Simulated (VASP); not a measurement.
## Zn: single point with PBE

Zn:

```
CELL_PARAMETERS angstrom
2.65564 0.00000 0.00000
-1.32782 2.29985 0.00000
0.00000 0.00000 4.96246
ATOMIC_POSITIONS crystal
Zn 0.33333 0.66667 0.25000
Zn 0.66667 0.33333 0.75000
```

```
Program                : VASP 6.6.1
Task                   : single point
Functional             : PBE
Potentials or basis    : VASP PAW PBE potentials, release 64 (Zn)
Cutoff                 : 520 eV
k mesh                 : 20 × 20 × 9
Occupations            : fermi-dirac, width 0.1 eV
Spin                   : no spin polarisation
Dipole correction      : no
Further INCAR settings : ALGO = Normal; EDIFF = 1e-06; NBANDS = 19
```

```json
{
 "Pressure": "0.5 GPa",
 "Band gap on the k mesh": "zero (bands 12 and 13 overlap by 4.37 eV)"
}
```

Stress tensor (GPa, compression positive):
```
0.49 0.00 0.00
0.00 0.49 0.00
0.00 0.00 0.41
```

Levels at points of the mesh, in eV from the Fermi level:
```csv
k point,band 10,band 11,band 12,band 13,band 14,band 15
"(0.00, 0.00, 0.00)",-7.11,-7.11,-3.69,-3.12,13.43,17.10
"(0.50, 0.00, 0.00)",-6.91,-2.84,-2.14,2.58,3.54,4.07
```

Wall time 100 s on 1 thread of AMD EPYC 7R13, on a shared host, peak memory 0.19 GiB.
